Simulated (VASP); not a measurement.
# InP (F-43m) in VASP: notebook

The runs below take InP through single point, with PBE, BLYP.

All numbers are computed with VASP 6.6.1; they aren't measurements. Logs are shortened: lines on timing, memory, paths and dates and some standing lists are left out, and cuts for length are marked.

## (1) The cell of the first run

Symmetry: F-43m, No. 216, cubic system. Conventional cell: a = 5.861 Å, b = 5.861 Å, c = 5.861 Å, α = 90.00°, β = 90.00°, γ = 90.00°. Within 3.3 Å of In (site symmetry -43m) lie 4 P at 2.54 Å. Within 3.3 Å of P (site symmetry -43m) lie 4 In at 2.54 Å.

## (2) Single point, PBE

INCAR

```
ALGO = Normal ; EDIFF = 1E-6
ENCUT = 520 ; GGA = PE
ISIF = 2 ; ISMEAR = 0
LASPH = True ; LCHARG = True
LELF = True ; LREAL = False
LVHAR = True ; LWAVE = False
NBANDS = 16 ; NELM = 100
PREC = Accurate ; SIGMA = 0.028000000000000004
```

KPOINTS

```
k-points
0
Gamma
  8 8 8
```

POSCAR

```
InP
1.0
    0.0000000000      2.9305000000      2.9305000000
    2.9305000000      0.0000000000      2.9305000000
    2.9305000000      2.9305000000      0.0000000000
In P
1 1
Direct
    0.0000000000      0.0000000000      0.0000000000
    0.7500000000      0.7500000000      0.7500000000
```

Potentials or basis: VASP PAW PBE potentials, release 64 (In_d, P).

Launch:

```sh
> cat potpaw_PBE.64/In_d/POTCAR potpaw_PBE.64/P/POTCAR > POTCAR
> mpirun -np 1 vasp_std > vasp.out
```

OUTCAR:

```text
EDIFF = 1E-6
   ENCUT = 520
   GGA = PE
   ISIF = 2
   ISMEAR = 0
   LASPH = True
   LREAL = False
   NELM = 100
   PREC = Accurate

 ion  position               nearest neighbor table
   1  0.000  0.000  0.000-   2 2.54   2 2.54   2 2.54   2 2.54
   2  0.750  0.750  0.750-   1 2.54   1 2.54   1 2.54   1 2.54

  LATTYP: Found a face centered cubic cell.
 ALAT       =     5.8610000000

  Lattice vectors:

 A1 = (   0.0000000000,   2.9305000000,   2.9305000000)
 A2 = (   2.9305000000,   0.0000000000,   2.9305000000)
 A3 = (   2.9305000000,   2.9305000000,   0.0000000000)

Analysis of symmetry for initial positions (statically):
=====================================================================
 Subroutine PRICEL returns:
 Original cell was already a primitive cell.

 Routine SETGRP: Setting up the symmetry group for a
 face centered cubic supercell.

 Subroutine GETGRP returns: Found 24 space group operations
 (whereof 24 operations were pure point group operations)
 out of a pool of 48 trial point group operations.

The static configuration has the point symmetry T_d .

Analysis of symmetry for dynamics (positions and initial velocities):
=====================================================================
 Subroutine PRICEL returns:
 Original cell was already a primitive cell.

 Routine SETGRP: Setting up the symmetry group for a
 face centered cubic supercell.

 Subroutine GETGRP returns: Found 24 space group operations
 (whereof 24 operations were pure point group operations)
 out of a pool of 48 trial point group operations.

The dynamic configuration has the point symmetry T_d .

 Subroutine INISYM returns: Found 24 space group operations
 (whereof 24 operations are pure point group operations),
 and found     1 'primitive' translations

----------------------------------------------------------------------------------------

                                     Primitive cell

  volume of cell :      50.3333

  direct lattice vectors                    reciprocal lattice vectors
     0.000000000  2.930500000  2.930500000    -0.170619348  0.170619348  0.170619348
     2.930500000  0.000000000  2.930500000     0.170619348 -0.170619348  0.170619348
     2.930500000  2.930500000  0.000000000     0.170619348  0.170619348 -0.170619348

  length of vectors
     4.144352845  4.144352845  4.144352845     0.295521380  0.295521380  0.295521380

  position of ions in fractional coordinates (direct lattice)
     0.000000000  0.000000000  0.000000000
     0.750000000  0.750000000  0.750000000

  ion indices of the primitive-cell ions
   primitive index   ion index
                 1           1
                 2           2

----------------------------------------------------------------------------------------

 KPOINTS: k-points

Automatic generation of k-mesh.
 Grid dimensions read from file:
 generate k-points for:    8    8    8

 Generating k-lattice:

  Cartesian coordinates                     Fractional coordinates (reciprocal lattice)
    -0.021327419  0.021327419  0.021327419     0.125000000  0.000000000  0.000000000
     0.021327419 -0.021327419  0.021327419     0.000000000  0.125000000  0.000000000
     0.021327419  0.021327419 -0.021327419     0.000000000  0.000000000  0.125000000

  Length of vectors
     0.036940172  0.036940172  0.036940172

  Shift w.r.t. Gamma in fractional coordinates (k-lattice)
     0.000000000  0.000000000  0.000000000

 Subroutine IBZKPT returns following result:
 ===========================================

 Found     29 irreducible k-points:

 Following reciprocal coordinates:
            Coordinates               Weight
  0.000000  0.000000  0.000000      1.000000
  0.125000  0.000000  0.000000      8.000000
  0.250000  0.000000  0.000000      8.000000
  0.375000  0.000000  0.000000      8.000000
  0.500000  0.000000  0.000000      4.000000
  0.125000  0.125000  0.000000      6.000000
[... 16 lines left out ...]
  0.500000  0.250000  0.125000     48.000000
 -0.375000  0.250000  0.125000     24.000000
 [... further k-points ...]
   k-points           NKPTS =     29   k-points in BZ     NKDIM =     29   number of bands    NBANDS=     16
   number of dos      NEDOS =    301   number of ions     NIONS =      2
   total plane-waves  NPLWV =  32768
   dimension x,y,z NGX =    32 NGY =   32 NGZ =   32
   dimension x,y,z NGXF=    64 NGYF=   64 NGZF=   64
   ions per type =               1   1
   NGX,Y,Z   is equivalent  to a cutoff of  12.84, 12.84, 12.84 a.u.
   NGXF,Y,Z  is equivalent  to a cutoff of  25.67, 25.67, 25.67 a.u.
 SYSTEM =  unknown system
   PREC   = accura    normal or accurate (medium, high low for compatibility)
   ISTART =      0    job   : 0-new  1-cont  2-samecut
   ICHARG =      2    charge: 1-file 2-atom 10-const
   ISPIN  =      1    spin polarized calculation?
   LNONCOLLINEAR =      F non collinear calculations
   LSORBIT =      F    spin-orbit coupling
   LASPH  =      T    aspherical Exc in radial PAW
   ENCUT  =  520.0 eV  38.22 Ry    6.18 a.u.   7.71  7.71  7.71*2*pi/ulx,y,z
   NELM   =    100;   NELMIN=  2; NELMDL= -5     # of ELM steps
   EDIFF  = 0.1E-05   stopping-criterion for ELM
   LREAL  =      F    real-space projection
   EDIFFG = 0.1E-04   stopping-criterion for IOM
   NSW    =      0    number of steps for IOM
   IBRION =     -1    ionic relax: 0-MD 1-quasi-New 2-CG
   NFREE  =      0    steps in history (QN), initial steepest desc. (CG)
   ISIF   =      2    stress and relaxation
   ISYM   =      2    0-nonsym 1-usesym 2-fastsym
   POTIM  = 0.5000    time-step for ionic-motion
   TEBEG  =    0.0;   TEEND  =   0.0 temperature during run
   PSTRESS=    0.0 pullay stress
   NELECT =      18.0000    total number of electrons
   NUPDOWN=      -1.0000    fix difference up-down
   EMIN   =  10.00;   EMAX   =-10.00  energy-range for DOS
   EFERMI =   0.00;   METHOD = LEGACY
   ISMEAR =     0;   SIGMA  =   0.03  broadening in eV -4-tet -1-fermi 0-gaus
   EFERMI_NEDOS =   21; number of points for ismear=-14 and -15
   IALGO  =     38    algorithm
   IMIX   =      4    mixing-type and parameters
     AMIX     =   0.40;   BMIX     =  1.00
     AMIX_MAG =   1.60;   BMIX_MAG =  1.00
  volume/ion in A,a.u.               =      25.17       169.83
  Fermi-wavevector in a.u.,A,eV,Ry     =   1.162021  2.195901 18.371846  1.350293
  Thomas-Fermi vector in A             =   2.298587
   LORBIT       =      0    0 simple, 1 ext, 2 COOP (PROOUT), +10 PAW based schemes
   GGA     = PE    functional components
   LHFCALC =     F    Hartree Fock is set to
   AEXX    =    0.0000 exact exchange contribution
   IVDW    =     0    specifies the selected vdW correction
   LEPSILON=     F    determine dielectric tensor
   LRPA    =     F    only Hartree local field effects (RPA)
 non-spin polarized calculation
 Gauss-broadening in eV      SIGMA  =   0.03
  energy-cutoff  :      520.00
  volume of cell :       50.33
 maximum number of plane-waves:      1380
   NGX = 15   NGY = 15   NGZ = 15

 number of electron      18.0000005 magnetization

 Free energy of the ion-electron system (eV)
  ---------------------------------------------------
  ext. energy  EPLUGINS =         0.00000000
  ---------------------------------------------------
  free energy    TOTEN  =        -8.38078674 eV

  energy without entropy =       -8.38078674  energy(sigma->0) =       -8.38078674

 E-fermi :   5.3681     XC(G=0):  -9.2831

 val. band max:        5.1888467657   @ k =   0.0000   0.0000   0.0000
 cond. band min:       5.9008512377   @ k =   0.0000   0.0000   0.0000
 fundamental gap:      0.7120044720
 Fermi energy:         5.3680779429

 k-point     1 :       0.0000    0.0000    0.0000
  band No.  band energies     occupation
      1      -8.9971      2.00000
      2      -8.9971      2.00000
      3      -8.9971      2.00000
      4      -8.8450      2.00000
      5      -8.8450      2.00000
      6      -6.3284      2.00000
[... 8 lines left out ...]
     15      14.6384      0.00000
     16      14.6384      0.00000

 k-point     2 :       0.1250    0.0000    0.0000
  band No.  band energies     occupation
      1      -9.0161      2.00000
      2      -8.9896      2.00000
      3      -8.9896      2.00000
      4      -8.8449      2.00000
      5      -8.8449      2.00000
      6      -6.1499      2.00000
[... 8 lines left out ...]
     15      14.0006      0.00000
     16      14.5463      0.00000

 k-point     3 :       0.2500    0.0000    0.0000
  band No.  band energies     occupation
      1      -9.0595      2.00000
      2      -8.9737      2.00000
      3      -8.9737      2.00000
      4      -8.8424      2.00000
      5      -8.8424      2.00000
      6      -5.6513      2.00000
[... 8 lines left out ...]
     15      13.7781      0.00000
     16      14.3292      0.00000

 k-point     4 :       0.3750    0.0000    0.0000
  band No.  band energies     occupation
      1      -9.1001      2.00000
      2      -8.9618      2.00000
      3      -8.9618      2.00000
      4      -8.8356      2.00000
      5      -8.8356      2.00000
      6      -4.9842      2.00000
[... 8 lines left out ...]
     15      14.7086      0.00000
     16      14.7086      0.00000

 k-point     5 :       0.5000    0.0000    0.0000
  band No.  band energies     occupation
      1      -9.1163      2.00000
      2      -8.9582      2.00000
      3      -8.9582      2.00000
      4      -8.8314      2.00000
      5      -8.8314      2.00000
      6      -4.6039      2.00000
[... 8 lines left out ...]
     15      15.8326      0.00000
     16      15.8326      0.00000

 k-point     6 :       0.1250    0.1250    0.0000
  band No.  band energies     occupation
      1      -9.0300      2.00000
      2      -8.9824      2.00000
      3      -8.9824      2.00000
      4      -8.8511      2.00000
      5      -8.8399      2.00000
      6      -6.0910      2.00000
[... 8 lines left out ...]
     15      14.7792      0.00000
     16      14.9649      0.00000

 k-point     7 :       0.2500    0.1250    0.0000
  band No.  band energies     occupation
      1      -9.0652      2.00000
      2      -8.9687      2.00000
      3      -8.9655      2.00000
      4      -8.8553      2.00000
      5      -8.8348      2.00000
      6      -5.6989      2.00000
[... 8 lines left out ...]
     15      14.6596      0.00000
     16      15.6002      0.00000

 k-point     8 :       0.3750    0.1250    0.0000
  band No.  band energies     occupation
      1      -9.1006      2.00000
      2      -8.9584      2.00000
      3      -8.9519      2.00000
      4      -8.8518      2.00000
      5      -8.8297      2.00000
      6      -5.0733      2.00000
[... 8 lines left out ...]
     15      15.2064      0.00000
     16      15.2636      0.00000

 k-point     9 :       0.5000    0.1250    0.0000
  band No.  band energies     occupation
      1      -9.1200      2.00000
      2      -8.9542      2.00000
      3      -8.9475      2.00000
      4      -8.8420      2.00000
      5      -8.8296      2.00000
      6      -4.5375      2.00000
[... 8 lines left out ...]
     15      15.8312      0.00000
     16      15.8604      0.00000
[... 172 lines left out ...]
 k-point    19 :       0.5000    0.3750    0.0000
  band No.  band energies     occupation
      1      -9.1689      2.00000
      2      -8.9078      2.00000
      3      -8.9005      2.00000
      4      -8.8856      2.00000
      5      -8.8148      2.00000
      6      -4.0873      2.00000
[... 8 lines left out ...]
     15      16.0784      0.00000
     16      17.1846      0.00000

 k-point    20 :      -0.3750    0.3750    0.0000
  band No.  band energies     occupation
      1      -9.1548      2.00000
      2      -8.9239      2.00000
      3      -8.9070      2.00000
      4      -8.8717      2.00000
      5      -8.8246      2.00000
      6      -3.9613      2.00000
[... 8 lines left out ...]
     15      15.0833      0.00000
     16      18.0770      0.00000

 k-point    21 :       0.5000    0.5000    0.0000
  band No.  band energies     occupation
      1      -9.1826      2.00000
      2      -8.8963      2.00000
      3      -8.8924      2.00000
      4      -8.8924      2.00000
      5      -8.8098      2.00000
      6      -3.9502      2.00000
[... 8 lines left out ...]
     15      15.9533      0.00000
     16      17.0054      0.00000

 k-point    22 :       0.3750    0.2500    0.1250
  band No.  band energies     occupation
      1      -9.0976      2.00000
      2      -8.9544      2.00000
      3      -8.9480      2.00000
      4      -8.8603      2.00000
      5      -8.8298      2.00000
      6      -5.2374      2.00000
[... 8 lines left out ...]
     15      15.3795      0.00000
     16      16.8511      0.00000

 k-point    23 :       0.5000    0.2500    0.1250
  band No.  band energies     occupation
      1      -9.1215      2.00000
      2      -8.9490      2.00000
      3      -8.9335      2.00000
      4      -8.8564      2.00000
      5      -8.8295      2.00000
      6      -4.6266      2.00000
[... 8 lines left out ...]
     15      16.0457      0.00000
     16      16.5906      0.00000

 k-point    24 :      -0.3750    0.2500    0.1250
  band No.  band energies     occupation
      1      -9.1302      2.00000
      2      -8.9485      2.00000
      3      -8.9285      2.00000
      4      -8.8504      2.00000
      5      -8.8320      2.00000
      6      -4.2866      2.00000
[... 8 lines left out ...]
     15      15.8985      0.00000
     16      16.5202      0.00000

 [... further k-points ...]

------------------------ aborting loop because EDIFF is reached ----------------------------------------

  FORCE on cell =-STRESS in cart. coord.  units (eV):
  Direction    XX          YY          ZZ          XY          YZ          ZX
  --------------------------------------------------------------------------------------
  -------------------------------------------------------------------------------------
  Total        1.0287256      1.0287256      1.0287256     -0.0000000      0.0000000     -0.0000000
  in kB       32.7457498     32.7457498     32.7457498     -0.0000000      0.0000000     -0.0000000
  external PRESSURE =      32.7457498 kB  Pullay stress =       0.0000000 kB

 VOLUME and BASIS-vectors are now :
 -----------------------------------------------------------------------------
  energy-cutoff  :      520.00
  volume of cell :       50.33
      direct lattice vectors                 reciprocal lattice vectors
     0.000000000  2.930500000  2.930500000    -0.170619348  0.170619348  0.170619348
     2.930500000  0.000000000  2.930500000     0.170619348 -0.170619348  0.170619348
     2.930500000  2.930500000  0.000000000     0.170619348  0.170619348 -0.170619348

 POSITION                                       TOTAL-FORCE (eV/Angst)
 -----------------------------------------------------------------------------------
      0.00000      0.00000      0.00000         0.000000      0.000000      0.000000
      4.39575      4.39575      4.39575        -0.000000     -0.000000     -0.000000
 -----------------------------------------------------------------------------------
    total drift:                                0.000000      0.000000      0.000000

  FREE ENERGIE OF THE ION-ELECTRON SYSTEM (eV)
  ---------------------------------------------------
  free  energy   TOTEN  =        -8.3807867413 eV

  energy  without entropy=       -8.3807867413  energy(sigma->0) =       -8.38078674
```

It took 22 s on 1 thread of Intel Xeon Platinum 8259CL at 2.50GHz (Skylake/Cascade Lake), shared host; peak memory 0.18 GiB.

What came out:

```
Free energy            : -8.3808 eV
Pressure               : 3.3 GPa
Band gap on the k mesh : 0.71 eV, direct
```

Caveat: spin-orbit coupling is left out, which moves the levels of the heavy elements.

## (3) Single point, PBE

INCAR

```
PREC = Accurate ; ENCUT = 520
EDIFF = 1E-7 ; ISMEAR = 0
SIGMA = 0.017 ; LREAL = F
LASPH = T ; NELM = 100
ALGO = Normal ; ISIF = 2
LWAVE = F ; LCHARG = F
GGA = PE ; NBANDS = 16
```

KPOINTS

```
regular mesh
0
Gamma
  8 8 8
```

POSCAR is that of step 2.

Potentials or basis: VASP PAW PBE potentials, release 64 (In_d, P).

Launch:

```sh
> cat potpaw_PBE.64/In_d/POTCAR potpaw_PBE.64/P/POTCAR > POTCAR
> mpirun -np 1 vasp_std > vasp.out
```

Wall time 24 s (1 thread of Intel Xeon Platinum 8259CL at 2.50GHz (Skylake/Cascade Lake), shared host); peak memory 0.18 GiB.

It converged, with:

| Quantity | Value |
| --- | --- |
| Free energy | -8.3808 eV |
| Pressure | 3.3 GPa |
| Band gap on the k mesh | 0.71 eV, direct |

Levels at points of the mesh, in eV from the valence-band top:
```
           k point  band 7  band 8  band 9  band 10  band 11  band 12
(0.00, 0.00, 0.00)    0.00    0.00    0.00     0.71     4.09     4.09
(0.50, 0.00, 0.00)   -5.73   -0.97   -0.97     1.50     4.81     4.81
(0.50, 0.50, 0.00)   -5.75   -2.32   -2.32     1.76     2.27     9.21
```

Caveat: spin-orbit coupling is left out, which moves the levels of the heavy elements.

(Continued in part 2 of 2.)
